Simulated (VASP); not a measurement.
Input of a VASP 6.6.1 run:

POSCAR

```
TiO2
1.0
   -1.8889680515      1.8889680515      4.7917128170
    1.8889680515     -1.8889680515      4.7917128170
    1.8889680515      1.8889680515     -4.7917128170
Ti O
2 4
Direct
    0.7500000000      0.2500000000      0.5000000000
    0.0000000000      0.0000000000      0.0000000000
    0.7927180735      0.7927180735      0.0000000000
    0.5427180735      0.0427180735      0.5000000000
    0.9572819265      0.4572819265      0.5000000000
    0.2072819265      0.2072819265      0.0000000000
```

INCAR.step1

```
SYSTEM = TiO2
PREC = Accurate
ENCUT = 520
ISMEAR = -1
SIGMA = 0.05
LREAL = .FALSE.
LASPH = .TRUE.
NELM = 80
NBANDS = 33
GGA = PE
ALGO = Normal
EDIFF = 1E-4
LWAVE = .TRUE.
LCHARG = .FALSE.
```

File INCAR.step2:

```
SYSTEM = TiO2
PREC = Accurate
ENCUT = 520
EDIFF = 1E-7
ISMEAR = -1
SIGMA = 0.05
LREAL = .FALSE.
LASPH = .TRUE.
NELM = 80
ALGO = Normal
ISIF = 2
LWAVE = .FALSE.
LCHARG = .FALSE.
METAGGA = R2SCAN
LMIXTAU = .TRUE.
NBANDS = 33
ISTART = 1
```

Contents of KPOINTS:

```
regular mesh
0
G
  10 10 10
  0 0 0
```

Potentials or basis: VASP PAW PBE potentials, release 64 (Ti_sv, O).

Command:

```console
$ cat potpaw_PBE.64/Ti_sv/POTCAR potpaw_PBE.64/O/POTCAR > POTCAR
$ cp INCAR.step1 INCAR
$ mpirun -np 1 vasp_std > vasp.out
$ cp INCAR.step2 INCAR
$ mpirun -np 1 vasp_std > vasp.out
```

Q: What does it give for the largest force?

A: 0.027 eV/Å.

Q: Predict the pressure.

A: 1.2 GPa.

Forces in eV/Å, atoms in the order of the input:
```
Ti   0.000  0.000  0.000
Ti   0.000  0.000  0.000
O    0.000  0.000 -0.027
O    0.000  0.000 -0.027
O    0.000  0.000  0.027
O    0.000  0.000  0.027
```

Caveat: the PAW data sets were made with another functional, which shifts forces and pressure a little.
